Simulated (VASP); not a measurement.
# Ti (P6/mmm) in VASP: a series of runs, part 2 of 2

VASP 6.6.1. Earlier steps stand in the parts before.

### Step 4. Single point, PBEsol

This run uses another cell than the first one, of 15.03 Å³/atom, 1.009 times its volume.

File INCAR:

```
SYSTEM = Ti
  ALGO = Fast
  EDIFF = 1E-6
  ENCUT = 520
  GGA = PS
  ISIF = 2
  ISMEAR = 0
  LASPH = .TRUE.
  LCHARG = .FALSE.
  LREAL = .FALSE.
  LWAVE = .FALSE.
  NBANDS = 25
  NELM = 80
  PREC = Accurate
  SIGMA = 0.15
```

File KPOINTS:

```
k-points
0
G
  12 12 14
  0 0 0
```

File POSCAR:

```
Ti
1.0
    4.3795000000      0.0000000000      0.0000000000
   -2.1897500000      3.7927582559      0.0000000000
    0.0000000000      0.0000000000      2.7144000000
Ti
3
Direct
    0.0000000000      0.0000000000      0.0000000000
    0.3333333333      0.6666666667      0.5000000000
    0.6666666667      0.3333333333      0.5000000000
```

Potentials or basis: VASP PAW PBE potentials, release 64 (Ti_sv).

The run is started by

```
cat potpaw_PBE.64/Ti_sv/POTCAR > POTCAR
mpirun -np 1 vasp_std > vasp.out
```

OUTCAR:

```text
SYSTEM = Ti
   EDIFF = 1E-6
   ENCUT = 520
   GGA = PS
   ISIF = 2
   ISMEAR = 0
   LASPH = .TRUE.
   LREAL = .FALSE.
   NELM = 80
   PREC = Accurate

 ion  position               nearest neighbor table
   1  0.000  0.000  0.000-   2 2.87   3 2.87   2 2.87   3 2.87   3 2.87   3 2.87   2 2.87   2 2.87
                             3 2.87   3 2.87   2 2.87   2 2.87
   2  0.333  0.667  0.500-   3 2.53   3 2.53   3 2.53   1 2.87   1 2.87   1 2.87   1 2.87   1 2.87
                             1 2.87
   3  0.667  0.333  0.500-   2 2.53   2 2.53   2 2.53   1 2.87   1 2.87   1 2.87   1 2.87   1 2.87
                             1 2.87

  LATTYP: Found a hexagonal cell.
 ALAT       =     4.3795000000
 C/A-ratio  =     0.6197967805

  Lattice vectors:

 A1 = (   4.3795000000,   0.0000000000,   0.0000000000)
 A2 = (  -2.1897500000,   3.7927582559,   0.0000000000)
 A3 = (   0.0000000000,   0.0000000000,   2.7144000000)

Analysis of symmetry for initial positions (statically):
=====================================================================
 Subroutine PRICEL returns:
 Original cell was already a primitive cell.

 Routine SETGRP: Setting up the symmetry group for a
 hexagonal supercell.

 Subroutine GETGRP returns: Found 24 space group operations
 (whereof 24 operations were pure point group operations)
 out of a pool of 24 trial point group operations.

The static configuration has the point symmetry D_6h.

Analysis of symmetry for dynamics (positions and initial velocities):
=====================================================================
 Subroutine PRICEL returns:
 Original cell was already a primitive cell.

 Routine SETGRP: Setting up the symmetry group for a
 hexagonal supercell.

 Subroutine GETGRP returns: Found 24 space group operations
 (whereof 24 operations were pure point group operations)
 out of a pool of 24 trial point group operations.

[... 114 lines left out ...]
   NUPDOWN=      -1.0000    fix difference up-down
   EMIN   =  10.00;   EMAX   =-10.00  energy-range for DOS
   EFERMI =   0.00;   METHOD = LEGACY
   ISMEAR =     0;   SIGMA  =   0.15  broadening in eV -4-tet -1-fermi 0-gaus
   EFERMI_NEDOS =   21; number of points for ismear=-14 and -15
   IALGO  =     68    algorithm
   IMIX   =      4    mixing-type and parameters
     AMIX     =   0.40;   BMIX     =  1.00
     AMIX_MAG =   1.60;   BMIX_MAG =  1.00
  volume/ion in A,a.u.               =      15.03       101.42
  Fermi-wavevector in a.u.,A,eV,Ry     =   1.518767  2.870053 31.383922  2.306653
  Thomas-Fermi vector in A             =   2.627843
   LORBIT       =      0    0 simple, 1 ext, 2 COOP (PROOUT), +10 PAW based schemes
   GGA     = PS    functional components
   LHFCALC =     F    Hartree Fock is set to
   AEXX    =    0.0000 exact exchange contribution
   IVDW    =     0    specifies the selected vdW correction
   LEPSILON=     F    determine dielectric tensor
   LRPA    =     F    only Hartree local field effects (RPA)
 non-spin polarized calculation
 RMM-DIIS sequential band-by-band and
 Gauss-broadening in eV      SIGMA  =   0.15
  energy-cutoff  :      520.00
  volume of cell :       45.09
 maximum number of plane-waves:      1234
 NGX is ok and might be reduce to    36
   NGX = 17   NGY = 17   NGZ = 11

 number of electron      36.0000002 magnetization

 Free energy of the ion-electron system (eV)
  ---------------------------------------------------
  ext. energy  EPLUGINS =         0.00000000
  ---------------------------------------------------
  free energy    TOTEN  =       -24.91823924 eV

  energy without entropy =      -24.88693557  energy(sigma->0) =      -24.90258740

 E-fermi :   9.6946     XC(G=0): -12.3453

 val. band max:        9.6943135376   @ k =   0.2500   0.2500   0.0714
 cond. band min:       9.6961483630   @ k =   0.1667   0.0000   0.0000
 fundamental gap:      0.0018348254
 Fermi energy:         9.6946495877

 k-point     1 :       0.0000    0.0000    0.0000
  band No.  band energies     occupation
      1     -46.7141      2.00000
      2     -46.4506      2.00000
      3     -46.2100      2.00000
      4     -23.1744      2.00000
      5     -23.1744      2.00000
      6     -23.1697      2.00000
[... 661 lines left out ...]
     24      12.0947      0.00000
     25      12.7491      0.00000

 [... further k-points ...]
[... 5 lines left out ...]
  --------------------------------------------------------------------------------------
  -------------------------------------------------------------------------------------
  Total        3.3439260      3.3439260      3.6147582      0.0000000      0.0000000     -0.0000000
  in kB      118.8266079    118.8266079    128.4506457      0.0000000      0.0000000     -0.0000000
  external PRESSURE =     122.0346205 kB  Pullay stress =       0.0000000 kB

 VOLUME and BASIS-vectors are now :
 -----------------------------------------------------------------------------
  energy-cutoff  :      520.00
  volume of cell :       45.09
      direct lattice vectors                 reciprocal lattice vectors
     4.379500000  0.000000000  0.000000000     0.228336568  0.131830179  0.000000000
    -2.189750000  3.792758256  0.000000000     0.000000000  0.263660358  0.000000000
     0.000000000  0.000000000  2.714400000     0.000000000  0.000000000  0.368405541

 POSITION                                       TOTAL-FORCE (eV/Angst)
 -----------------------------------------------------------------------------------
      0.00000      0.00000      0.00000        -0.000000      0.000000      0.000000
     -0.00000      2.52851      1.35720         0.000000     -0.000000     -0.000000
      2.18975      1.26425      1.35720        -0.000000      0.000000      0.000000
 -----------------------------------------------------------------------------------
    total drift:                                0.000000      0.000000     -0.000000

  FREE ENERGIE OF THE ION-ELECTRON SYSTEM (eV)
  ---------------------------------------------------
  free  energy   TOTEN  =       -24.9182392367 eV

  energy  without entropy=      -24.8869355673  energy(sigma->0) =      -24.90258740
```

OSZICAR:

```text
N       E                     dE             d eps       ncg     rms          rms(c)
DAV:   1     0.433265124593E+03    0.43327E+03   -0.18536E+04  7600   0.184E+03
DAV:   2     0.214444797960E+02   -0.41182E+03   -0.40448E+03  7662   0.523E+02
DAV:   3    -0.244386510960E+02   -0.45883E+02   -0.44741E+02 13911   0.150E+02
DAV:   4    -0.276723262245E+02   -0.32337E+01   -0.32127E+01 10446   0.375E+01
[... 37 lines left out ...]
RMM:  42    -0.249182399742E+02   -0.33924E-06   -0.17650E-05  5626   0.156E-02    0.172E-02
RMM:  43    -0.249182401095E+02   -0.13527E-06   -0.15665E-05  5346   0.151E-02    0.177E-02
RMM:  44    -0.249182399991E+02    0.11041E-06   -0.13191E-05  5210   0.145E-02    0.182E-02
RMM:  45    -0.249182397213E+02    0.27780E-06   -0.11679E-05  5095   0.143E-02    0.187E-02
RMM:  46    -0.249182392367E+02    0.48456E-06   -0.97764E-06  5028   0.139E-02
   1 F= -.24918239E+02 E0= -.24902587E+02  d E =-.313037E-01
```

Wall time 6 min (1 thread of Intel Xeon Platinum 8375C at 2.90GHz (Ice Lake), shared host); peak memory 0.25 GiB.

What came out:

```
Free energy            : -24.9182 eV
Pressure               : 12.2 GPa
Band gap on the k mesh : zero (band 18 reaches 9.97 eV, above the bottom of band 19 at 9.56 eV)
```

Caveat: the PAW data sets were made with another functional, which shifts forces and pressure a little.

### Step 5. Overview

| cell | gap on the mesh (eV) | pressure (GPa) |
| --- | --- | --- |
| a = 4.407, b = 4.407, c = 2.658 Å, angles 90.0, 90.0, 120.0°, 3 atoms | none | 14.0 |
| a = 4.596, b = 4.596, c = 2.462 Å, angles 90.0, 90.0, 120.0°, 3 atoms | none | 13.0 |
| a = 4.380, b = 4.380, c = 2.714 Å, angles 90.0, 90.0, 120.0°, 3 atoms | none | 12.2 |

Alike in all rows: task single point; level PBEsol; potentials or basis VASP PAW PBE potentials, release 64 (Ti_sv); no spin polarisation; k mesh 12 × 12 × 14; cutoff (eV) 520; smearing gaussian 0.15 eV.

Caveats: the PAW data sets were made with another functional, which shifts forces and pressure a little.

Total energies depend on the potentials used, so only differences within one code and one set of settings carry meaning.
